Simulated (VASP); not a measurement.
Input of a VASP 6.6.1 run:

The input POSCAR:

```
In
1.0
    0.0000000000      3.2400000000      3.2400000000
    3.2400000000      0.0000000000      3.2400000000
    3.2400000000      3.2400000000      0.0000000000
In
2
Direct
    1.0000000000      1.0000000000      1.0000000000
    0.2500000000      0.2500000000      0.2500000000
```

INCAR.step1

```
SYSTEM = In
PREC = Accurate
ENCUT = 550
ISMEAR = -1
SIGMA = 0.05
LREAL = .False.
LASPH = .True.
NELM = 120
GGA = PE
ALGO = Normal
EDIFF = 1E-5
LWAVE = .True.
LCHARG = .False.
GGA_COMPAT = .False.
IBRION = 2
ISIF = 3
EDIFFG = -0.005
NELMIN = 4
NSW = 100
```

INCAR.step2

```
SYSTEM = In
PREC = Accurate
ENCUT = 550
EDIFF = 1E-7
ISMEAR = -1
SIGMA = 0.05
LREAL = .False.
LASPH = .True.
NELM = 120
ALGO = Normal
ISIF = 3
LWAVE = .False.
LCHARG = .False.
METAGGA = R2SCAN
LMIXTAU = .True.
IBRION = 2
NSW = 80
EDIFFG = -0.02
PSTRESS = 200.0
ISTART = 1
GGA_COMPAT = .False.
NELMIN = 4
```

Contents of KPOINTS:

```
regular mesh
0
Gamma
  6 6 6
  0 0 0
```

Potentials or basis: VASP PAW PBE potentials, release 64 (In_d).

Run with:

```sh
$ cat potpaw_PBE.64/In_d/POTCAR > POTCAR
$ cp INCAR.step1 INCAR
$ mpirun -np 1 vasp_std > vasp.out
$ cp INCAR.step2 INCAR
$ mpirun -np 1 vasp_std > vasp.out
```

(1) Estimate the band gap on the k mesh.

(2) Estimate the relaxed volume.

(3) What does it give for the relaxed cell?

Results:

(1) zero (bands 13 and 14 overlap by 5.32 eV).

(2) 26.29 Å³/atom.

(3) a = 4.205 Å, b = 4.205 Å, c = 4.205 Å, α = 60.00°, β = 60.00°, γ = 60.00°.

Caveat: the cell is relaxed towards a set pressure, so the run minimises the enthalpy, not the energy; the volume moved by over 15 % at a fixed basis, so the end points are rough; the PAW data sets were made with another functional, which shifts forces and pressure a little; spin-orbit coupling is left out, which moves the levels of the heavy elements.
